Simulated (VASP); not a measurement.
Write the native input for VASP 6.6.1 that does the following.

```
Task                   : single point
Functional             : PBE
Potentials or basis    : VASP PAW PBE potentials, release 64 (Ca_sv, Zr_sv, N)
Cutoff                 : 520 eV
k mesh                 : 4 × 4 × 4
Occupations            : gaussian, width 0.1 eV
Spin                   : no spin polarisation
Dipole correction      : no
Further INCAR settings : ALGO = Normal; EDIFF = 1e-06; NBANDS = 30
```

The structure of CaZr2N2 lies in POSCAR:

```
CaZr2N2
1.0
    4.0285346900      0.0000000000      0.0000000000
    0.0000000000      4.0285346900      0.0000000000
    0.0000000000      0.0000000000      5.0118932900
Ca Zr N
1 2 2
Direct
    0.0000000000      0.0000000000      0.3891630000
    0.5000000000      0.0000000000      0.0061899900
    0.0000000000      0.5000000000      0.0061899900
    0.5000000000      0.5000000000      0.5848482800
    0.5000000000      0.5000000000      0.3334992600
```

One way to write it, as run:

INCAR

```
ALGO     = Normal         # electronic algorithm
EDIFF    = 1E-6           # SCF threshold, eV
ENCUT    = 520            # plane-wave cutoff, eV
GGA      = PE             # functional
ISIF     = 2              # what is computed and relaxed
ISMEAR   = 0              # smearing method
LASPH    = T              # aspherical terms in the spheres
LCHARG   = F              # write CHGCAR
LREAL    = F              # projectors in reciprocal space
LWAVE    = F              # write WAVECAR
NBANDS   = 30             # bands
NELM     = 80             # most SCF steps
PREC     = Accurate       # precision mode
SIGMA    = 0.1            # smearing width, eV
```

KPOINTS

```
k-points
0
Gamma
  4 4 4
```

Potentials or basis: VASP PAW PBE potentials, release 64 (Ca_sv, Zr_sv, N).

Launch:

```bash
$ cat potpaw_PBE.64/Ca_sv/POTCAR potpaw_PBE.64/Zr_sv/POTCAR potpaw_PBE.64/N/POTCAR > POTCAR
$ mpirun -np 1 vasp_std > vasp.out
```

It gave:

```
Pressure               : 3.9 GPa
Largest force          : 5.872 eV/Å
Band gap on the k mesh : zero (band 22 reaches 8.15 eV, above the bottom of band 23 at 7.40 eV)
```

Caveat: the k points lie up to 0.39 Å⁻¹ apart; the standard files for N, O and F lose accuracy on very short bonds; forces of over 1 eV/Å act on the atoms, so gaps and moduli don't describe the material at rest.

It took 27 s on 1 thread of Oxide Virtual Turin-like Processor, on a shared host, peak memory 0.17 GiB.
